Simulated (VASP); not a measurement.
Mn, 2 atoms in the cell. It takes space group P6_3/mmc (No. 194, hexagonal). The conventional cell has a = 2.484 Å, b = 2.484 Å, c = 4.026 Å, α = 90.00°, β = 90.00°, γ = 120.00°. Within 3.3 Å of Mn (site symmetry -6m2) lie 12 Mn at 2.47 to 2.48 Å. 

```yaml
Program: VASP 6.6.1
Task: single point
Functional: PBE
Potentials_or_basis: VASP PAW PBE potentials, release 64 (Mn_pv)
Cutoff: 520 eV
k_mesh: 15 × 15 × 8
Occupations: fermi-dirac, width 0.05 eV
Spin: collinear spin, antiferromagnetic start
Starting_moments: "[4.0, -4.0] μB"
Dipole_correction: no
Further_INCAR_settings: ALGO = Normal; EDIFF = 1e-06; NBANDS = 24
```

Potentials or basis: VASP PAW PBE potentials, release 64 (Mn_pv).

Launch:

```console
$ cat potpaw_PBE.64/Mn_pv/POTCAR > POTCAR
$ mpirun -np 1 vasp_std > vasp.out
```

Hardware: 1 thread of Intel(R) Xeon(R) Platinum 8375C CPU @ 2.90GHz (Ice Lake) (shared host).

Task: Estimate the wall time of this run.

Result: Wall time 3.7 min on 1 thread of Intel(R) Xeon(R) Platinum 8375C CPU @ 2.90GHz (Ice Lake), on a shared host, peak memory 0.2 GiB. Counts: scf iterations 18, k points 135.
